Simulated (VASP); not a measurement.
# In2CuO4 (I4/mmm) in VASP: single point with LDA+U

Aim: the single point of In2CuO4 with LDA+U.

Everything below comes from runs of VASP 6.6.1. Logs are shortened: lines on timing, memory, paths and dates and some standing lists are left out, and cuts for length are marked.

### 1 The cell of the first run

The structure is tetragonal, space group I4/mmm (No. 139). Conventional cell: a = 3.957 Å, b = 3.957 Å, c = 12.080 Å, α = 90.00°, β = 90.00°, γ = 90.00°. In (site symmetry 4mm) has 8 O at 2.34 to 2.66 Å within 3.1 Å. Within 2.6 Å of Cu (site symmetry 4/mmm) lie 4 O at 1.98 Å. Within 2.8 Å of O (site symmetry mmm) lie 2 Cu at 1.98 Å and 4 In at 2.66 Å and 4 O at 2.80 Å. Within 3.1 Å of O (site symmetry -4m2) lie 4 In at 2.34 Å and 6 O at 2.80 to 3.02 Å.

### 2 Single point, LDA+U, collinear spin

The input, INCAR:

```
ALGO = Normal
EDIFF = 1E-7
ENCUT = 520
ISIF = 2
ISMEAR = 0
ISPIN = 2
LASPH = T
LCHARG = F
LDAU = T
LDAUJ = 0 0 0
LDAUL = -1 2 -1
LDAUPRINT = 1
LDAUTYPE = 2
LDAUU = 0 5 0
LMAXMIX = 4
LORBIT = 11
LREAL = F
LWAVE = F
MAGMOM = 0 0 1 0 0 0 0
NBANDS = 44
NELM = 150
PREC = Accurate
SIGMA = 0.05
```

The input, KPOINTS:

```
k-points
0
Gamma
  7 7 7
```

The input, POSCAR:

```
In2CuO4
1.0
   -1.9784999400      1.9784999400      6.0399998300
    1.9784999400     -1.9784999400      6.0399998300
    1.9784999400      1.9784999400     -6.0399998300
In Cu O
2 1 4
Direct
    0.3529000000      0.3529000000      0.0000000000
    0.6471000000      0.6471000000      0.0000000000
    0.0000000000      0.0000000000      0.0000000000
    0.5000000000      0.0000000000      0.5000000000
    0.0000000000      0.5000000000      0.5000000000
    0.7500000000      0.2500000000      0.5000000000
    0.2500000000      0.7500000000      0.5000000000
```

Potentials or basis: VASP PAW LDA potentials, release 64 (In_d, Cu, O).

Launch:

```sh
$ cat potpaw_LDA.64/In_d/POTCAR potpaw_LDA.64/Cu/POTCAR potpaw_LDA.64/O/POTCAR > POTCAR
$ mpirun -np 1 vasp_std > vasp.out
```

OUTCAR:

```text
EDIFF = 1E-7
   ENCUT = 520
   ISIF = 2
   ISMEAR = 0
   ISPIN = 2
   LASPH = T
   LORBIT = 11
   LREAL = F
   NELM = 150
   PREC = Accurate

 ion  position               nearest neighbor table
   1  0.353  0.353  0.000-   6 2.34   7 2.34   7 2.34   6 2.34   4 2.66   5 2.66   5 2.66   4 2.66
                             3 3.31   3 3.31   3 3.31   3 3.31   2 3.55   2 3.74   2 3.74   2 3.74
   2  0.647  0.647  0.000-   7 2.34   6 2.34   6 2.34   7 2.34   4 2.66   5 2.66   4 2.66   5 2.66
                             3 3.31   3 3.31   3 3.31   3 3.31   1 3.55   1 3.74   1 3.74   1 3.74
   3  0.000  0.000  0.000-   4 1.98   5 1.98   5 1.98   4 1.98   2 3.31   2 3.31   2 3.31   1 3.31
                             2 3.31   1 3.31   1 3.31   1 3.31
   4  0.500  0.000  0.500-   3 1.98   3 1.98   2 2.66   1 2.66   1 2.66   2 2.66
   5  0.000  0.500  0.500-   3 1.98   3 1.98   2 2.66   1 2.66   2 2.66   1 2.66
   6  0.750  0.250  0.500-   1 2.34   2 2.34   1 2.34   2 2.34
   7  0.250  0.750  0.500-   1 2.34   2 2.34   1 2.34   2 2.34

  LATTYP: Found a body centered tetragonal cell.
 ALAT       =     3.9569998800
 C/A-ratio  =     3.0528177979

  Lattice vectors:

 A1 = (  -1.9784999400,   1.9784999400,   6.0399998300)
 A2 = (   1.9784999400,  -1.9784999400,   6.0399998300)
 A3 = (   1.9784999400,   1.9784999400,  -6.0399998300)

Analysis of symmetry for initial positions (statically):
=====================================================================
 Subroutine PRICEL returns:
 Original cell was already a primitive cell.

 Routine SETGRP: Setting up the symmetry group for a
 body centered tetragonal supercell.

 Subroutine GETGRP returns: Found 16 space group operations
 (whereof 16 operations were pure point group operations)
 out of a pool of 16 trial point group operations.

The static configuration has the point symmetry D_4h.

Analysis of symmetry for dynamics (positions and initial velocities):
=====================================================================
 Subroutine PRICEL returns:
 Original cell was already a primitive cell.

 Routine SETGRP: Setting up the symmetry group for a
 body centered tetragonal supercell.

 Subroutine GETGRP returns: Found 16 space group operations
 (whereof 16 operations were pure point group operations)
 out of a pool of 16 trial point group operations.

The dynamic configuration has the point symmetry D_4h.

Analysis of structural, dynamic, and magnetic symmetry:
=====================================================================
 Subroutine PRICEL returns:
 Original cell was already a primitive cell.

 Routine SETGRP: Setting up the symmetry group for a
 body centered tetragonal supercell.

 Subroutine GETGRP returns: Found 16 space group operations
 (whereof 16 operations were pure point group operations)
 out of a pool of 16 trial point group operations.

The overall configuration has the point symmetry D_4h.

 Subroutine INISYM returns: Found 16 space group operations
 (whereof 16 operations are pure point group operations),
 and found     1 'primitive' translations

----------------------------------------------------------------------------------------

                                     Primitive cell

  volume of cell :      94.5734

  direct lattice vectors                    reciprocal lattice vectors
    -1.978499940  1.978499940  6.039999830     0.000000000  0.252716712  0.082781459
     1.978499940 -1.978499940  6.039999830     0.252716712  0.000000000  0.082781459
     1.978499940  1.978499940 -6.039999830     0.252716712  0.252716712  0.000000000

  length of vectors
     6.656614903  6.656614903  6.656614903     0.265929514  0.265929514  0.357395402

  position of ions in fractional coordinates (direct lattice)
     0.352900000  0.352900000  0.000000000
     0.647100000  0.647100000  0.000000000
     0.000000000  0.000000000  0.000000000
     0.500000000  0.000000000  0.500000000
[... 109 lines left out ...]
   LORBIT       =     11    0 simple, 1 ext, 2 COOP (PROOUT), +10 PAW based schemes
 LDA+U is selected, type is set to LDAUTYPE =  2
   angular momentum for each species LDAUL =    -1    2   -1
   U (eV)           for each species LDAUU =   0.0  5.0  0.0
   J (eV)           for each species LDAUJ =   0.0  0.0  0.0
   GGA     = CA    functional components
   LHFCALC =     F    Hartree Fock is set to
   AEXX    =    0.0000 exact exchange contribution
   IVDW    =     0    specifies the selected vdW correction
   LEPSILON=     F    determine dielectric tensor
   LRPA    =     F    only Hartree local field effects (RPA)
 spin polarized calculation
 Gauss-broadening in eV      SIGMA  =   0.05
  energy-cutoff  :      520.00
  volume of cell :       94.57
 maximum number of plane-waves:      2599
 NGX is ok and might be reduce to    50
   NGX = 25   NGY = 25   NGZ = 25

atom =   3  type =  2  l = 2

 onsite density matrix

spin component  1

  0.9752  0.0000  0.0000  0.0000 -0.0000
  0.0000  0.9710  0.0000  0.0000  0.0000
  0.0000  0.0000  0.9487  0.0000 -0.0000
  0.0000  0.0000  0.0000  0.9710 -0.0000
 -0.0000  0.0000 -0.0000 -0.0000  0.8887

spin component  2

  0.9741  0.0000 -0.0000  0.0000  0.0000
  0.0000  0.9704  0.0000 -0.0000 -0.0000
 -0.0000  0.0000  0.9465  0.0000 -0.0000
  0.0000 -0.0000  0.0000  0.9704  0.0000
  0.0000 -0.0000 -0.0000  0.0000  0.6651

 occupancies and eigenvectors

  o =  0.6651  v =  0.0000  0.0000  0.0000  0.0000  0.0000  0.0000  0.0000 -0.0000  0.0000 -1.0000      0.0000  0.0000  0.0000  0.0000  0.0000  0.0000  0.0000  0.0000  0.0000  0.0000
  o =  0.8887  v =  0.0000  0.0000 -0.0000 -0.0000  1.0000  0.0000  0.0000  0.0000  0.0000  0.0000      0.0000  0.0000  0.0000  0.0000  0.0000  0.0000  0.0000  0.0000  0.0000  0.0000
  o =  0.9465  v =  0.0000  0.0000  0.0000  0.0000  0.0000  0.0000 -0.0000  1.0000  0.0000 -0.0000      0.0000  0.0000  0.0000  0.0000  0.0000  0.0000  0.0000  0.0000  0.0000  0.0000
  o =  0.9487  v =  0.0000  0.0000 -1.0000  0.0000 -0.0000  0.0000  0.0000  0.0000  0.0000  0.0000      0.0000  0.0000  0.0000  0.0000  0.0000  0.0000  0.0000  0.0000  0.0000  0.0000
  o =  0.9704  v =  0.0000  0.0000  0.0000  0.0000  0.0000  0.0000  0.5917 -0.0000  0.8061  0.0000      0.0000  0.0000  0.0000  0.0000  0.0000  0.0000  0.0000  0.0000  0.0000  0.0000
  o =  0.9704  v =  0.0000  0.0000  0.0000  0.0000  0.0000  0.0000 -0.8061 -0.0000  0.5917 -0.0000      0.0000  0.0000  0.0000  0.0000  0.0000  0.0000  0.0000  0.0000  0.0000  0.0000
  o =  0.9710  v =  0.0000  0.1938 -0.0000 -0.9810 -0.0000  0.0000  0.0000  0.0000  0.0000  0.0000      0.0000  0.0000  0.0000  0.0000  0.0000  0.0000  0.0000  0.0000  0.0000  0.0000
  o =  0.9710  v =  0.0000 -0.9810 -0.0000 -0.1938  0.0000  0.0000  0.0000  0.0000  0.0000  0.0000      0.0000  0.0000  0.0000  0.0000  0.0000  0.0000  0.0000  0.0000  0.0000  0.0000
  o =  0.9741  v =  0.0000  0.0000  0.0000  0.0000  0.0000  1.0000  0.0000  0.0000  0.0000  0.0000      0.0000  0.0000  0.0000  0.0000  0.0000  0.0000  0.0000  0.0000  0.0000  0.0000
  o =  0.9752  v =  1.0000  0.0000  0.0000  0.0000  0.0000  0.0000  0.0000  0.0000  0.0000  0.0000      0.0000  0.0000  0.0000  0.0000  0.0000  0.0000  0.0000  0.0000  0.0000  0.0000

 number of electron      61.0000003 magnetization       0.3290444

 Free energy of the ion-electron system (eV)
  ---------------------------------------------------
  ext. energy  EPLUGINS =         0.00000000
  ---------------------------------------------------
  free energy    TOTEN  =       -38.78701409 eV

  energy without entropy =      -38.78525464  energy(sigma->0) =      -38.78613437

 E-fermi :   4.4444     XC(G=0): -11.3240

 val. band max:        4.4208687295   @ k =   0.4286   0.4286  -0.0000
 cond. band min:       4.6521614441   @ k =  -0.2857   0.1429  -0.0000
 fundamental gap:      0.2312927146
 Fermi energy:         4.4444112485

 spin component 1

 k-point     1 :       0.0000    0.0000    0.0000
  band No.  band energies     occupation
      1     -13.2421      1.00000
      2     -12.2081      1.00000
      3     -12.0332      1.00000
      4     -11.4102      1.00000
      5      -8.8538      1.00000
      6      -8.8538      1.00000
[... 2153 lines left out ...]
     41      14.5363      0.00000
     42      16.8761      0.00000

 [... further k-points ...]

 [bands above 42 left out]

------------------------ aborting loop because EDIFF is reached ----------------------------------------

  FORCE on cell =-STRESS in cart. coord.  units (eV):
  Direction    XX          YY          ZZ          XY          YZ          ZX
  --------------------------------------------------------------------------------------
  -------------------------------------------------------------------------------------
  Total      -14.5343840    -14.5343840    -13.2999859      0.0000000      0.0000000      0.0000000
  in kB     -246.2284393   -246.2284393   -225.3163778      0.0000000      0.0000000      0.0000000
  external PRESSURE =    -239.2577521 kB  Pullay stress =       0.0000000 kB

 VOLUME and BASIS-vectors are now :
 -----------------------------------------------------------------------------
  energy-cutoff  :      520.00
  volume of cell :       94.57
      direct lattice vectors                 reciprocal lattice vectors
    -1.978499940  1.978499940  6.039999830     0.000000000  0.252716712  0.082781459
     1.978499940 -1.978499940  6.039999830     0.252716712  0.000000000  0.082781459
     1.978499940  1.978499940 -6.039999830     0.252716712  0.252716712  0.000000000

 POSITION                                       TOTAL-FORCE (eV/Angst)
 -----------------------------------------------------------------------------------
      0.00000      0.00000      4.26303         0.000000      0.000000     -1.665821
      0.00000      0.00000      7.81697        -0.000000     -0.000000      1.665821
      0.00000      0.00000      0.00000        -0.000000     -0.000000     -0.000000
      0.00000      1.97850      0.00000        -0.000000     -0.000000     -0.000000
      1.97850      0.00000      0.00000        -0.000000     -0.000000     -0.000000
     -0.00000      1.97850      3.02000        -0.000000     -0.000000     -0.000000
      1.97850     -0.00000      3.02000        -0.000000     -0.000000     -0.000000
 -----------------------------------------------------------------------------------
    total drift:                               -0.000000     -0.000000     -0.000000

  FREE ENERGIE OF THE ION-ELECTRON SYSTEM (eV)
  ---------------------------------------------------
  free  energy   TOTEN  =       -38.7870140899 eV

  energy  without entropy=      -38.7852546427  energy(sigma->0) =      -38.78613437

 total charge

# of ion       s       p       d       tot
------------------------------------------
    1        0.650   0.448   9.951  11.048
    2        0.650   0.448   9.951  11.048
    3        0.351   0.340   9.259   9.950
    4        1.565   3.293   0.000   4.858
    5        1.565   3.293   0.000   4.858
    6        1.567   3.302   0.000   4.869
    7        1.567   3.302   0.000   4.869
--------------------------------------------------
tot          7.914  14.424  29.162  51.500

 magnetization (x)

# of ion       s       p       d       tot
------------------------------------------
    1       -0.001  -0.001  -0.000  -0.002
    2       -0.001  -0.001  -0.000  -0.002
    3        0.007   0.007   0.228   0.242
    4        0.004   0.035   0.000   0.038
    5        0.004   0.035   0.000   0.038
    6       -0.000   0.002   0.000   0.002
    7       -0.000   0.002   0.000   0.002
--------------------------------------------------
tot          0.013   0.078   0.228   0.319
```

Wall time 26 min (1 thread of Intel Xeon 8259CL, shared host); peak memory 0.46 GiB.

Results:

| Item | Value |
| --- | --- |
| Free energy | -38.7870 eV |
| Pressure | -23.9 GPa |
| Largest force | 1.666 eV/Å |
| Net moment | 0.33 μB per cell |
| Site moments | In -0.00; Cu +0.24; O +0.04, +0.00 (each value once) μB |
| Valence electrons inside the program's atomic spheres | In 11.05; Cu 9.95; O 4.86, 4.87 (each value once) |

Forces on the atoms (eV/Å):
```
In   0.000  0.000 -1.666
In   0.000  0.000  1.666
Cu   0.000  0.000  0.000
O    0.000  0.000  0.000
O    0.000  0.000  0.000
O    0.000  0.000  0.000
O    0.000  0.000  0.000
```

Eigenvalues of the final occupation matrices:
```tsv
site	spin	trace	eigenvalues
site 3 d	1	4.75	0.89 0.95 0.97 0.97 0.98
site 3 d	2	4.53	0.67 0.95 0.97 0.97 0.97
```

Caveat: the cell stands under tension; a moment this small can come from the mesh or the smearing; spin-orbit coupling is left out, which moves the levels of the heavy elements; forces of over 1 eV/Å act on the atoms, so gaps and moduli don't describe the material at rest.
